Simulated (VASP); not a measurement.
**Cd: single point with PBEsol**

Cd:

```
Cd
1.0
     2.88738    0.00000    0.00000
    -1.44369    2.50054    0.00000
     0.00000    0.00000   10.67586
Cd
4
Direct
  0.00000 0.00000 0.00000
  0.33333 0.66667 0.25000
  0.00000 0.00000 0.50000
  0.66667 0.33333 0.75000
```

This cell differs from its parent crystal: strained.

* Program: VASP 6.6.1
* Task: single point
* Functional: PBEsol
* Potentials or basis: VASP PAW PBE potentials, release 64 (Cd_sv_GW)
* Cutoff: 540 eV
* k mesh: 15 × 15 × 4
* Occupations: gaussian, width 0.1 eV
* Spin: no spin polarisation
* Dipole correction: no
* Further INCAR settings: ALGO = Normal; EDIFF = 1e-06; NBANDS = 48

| Item | Value |
| --- | --- |
| Pressure | 4.1 GPa |
| Band gap on the k mesh | zero (bands 40 and 41 overlap by 4.47 eV) |

Stress tensor (GPa, compression positive):
```
3.96 0.00 0.00
0.00 3.96 0.00
0.00 0.00 4.36
```

Levels at points of the mesh, in eV from the Fermi level:
```csv
k point,band 36,band 37,band 38,band 39,band 40,band 41,band 42,band 43,band 44,band 45
"(0.00, 0.00, 0.00)",-8.62,-8.62,-8.13,-8.13,-3.66,-2.81,4.24,4.24,11.26,13.61
"(0.00, 0.00, 0.50)",-8.67,-8.67,-8.67,-6.08,-6.08,0.26,0.26,8.47,8.47,13.78
```

It took 2.5 min on 1 thread of Intel(R) Xeon(R) Platinum 8488C (Sapphire Rapids) (shared host), peak memory 0.39 GiB.

Caveat: the cell differs from its parent crystal (strained); the cell stands under pressure; the PAW data sets were made with another functional, which shifts forces and pressure a little.
